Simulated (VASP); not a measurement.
Write the native input for VASP 6.6.1 that does the following.

```
Task                   : single point
Functional             : PBE
Potentials or basis    : VASP PAW PBE potentials, release 64 (Ge_d, Te, O)
Cutoff                 : 520 eV
k mesh                 : 4 × 4 × 4
Occupations            : gaussian, width 0.1 eV
Spin                   : no spin polarisation
Dipole correction      : no
Further INCAR settings : ALGO = Normal; EDIFF = 1e-06; NBANDS = 39
```

The structure of Ge3Te2O lies in POSCAR:

```
Ge3Te2O
1.0
   -2.9195118023      4.0752302644      2.8820001007
    2.9195118023     -4.0752302644      2.8820001007
    2.9195118023      4.0752302644     -2.8820001007
Ge Te O
3 2 1
Direct
    0.3154343645      0.0000000000      0.3154343645
    0.6845656355      0.0000000000      0.6845656355
    0.0000000000      0.0000000000      0.0000000000
    0.2306610945      0.5000000000      0.7306610945
    0.7693389055      0.5000000000      0.2693389055
    0.5000000000      0.5000000000      0.0000000000
```

The cell was generated, and may not be a known phase.

The input as run:

INCAR

```
SYSTEM = Ge3Te2O
PREC     = Accurate       ! precision mode
ENCUT    = 520            ! plane-wave cutoff, eV
EDIFF    = 1E-6           ! SCF threshold, eV
ISMEAR   = 0              ! smearing method
SIGMA    = 0.1            ! smearing width, eV
LREAL    = .FALSE.        ! projectors in reciprocal space
LASPH    = .TRUE.         ! aspherical terms in the spheres
NELM     = 100            ! most SCF steps
ALGO     = Normal         ! electronic algorithm
ISIF     = 2              ! what is computed and relaxed
LWAVE    = .FALSE.        ! write WAVECAR
LCHARG   = .FALSE.        ! write CHGCAR
GGA      = PE             ! functional
NBANDS   = 39             ! bands
```

KPOINTS

```
Automatic mesh
0
G
  4 4 4
  0 0 0
```

Potentials or basis: VASP PAW PBE potentials, release 64 (Ge_d, Te, O).

Command:

```console
$ cat potpaw_PBE.64/Ge_d/POTCAR potpaw_PBE.64/Te/POTCAR potpaw_PBE.64/O/POTCAR > POTCAR
$ mpirun -np 1 vasp_std > vasp.out
```

Results of the run:

```yaml
Pressure: 0.1 GPa
Largest_force: 0.025 eV/Å
Band_gap_on_the_k_mesh: zero (bands 30 and 31 overlap by 0.78 eV)
```

Caveat: spin-orbit coupling is left out, which moves the levels of the heavy elements.

Wall time 3.5 min on 1 thread of Oxide Virtual Turin-like Processor, with other jobs on the host, peak memory 0.31 GiB.
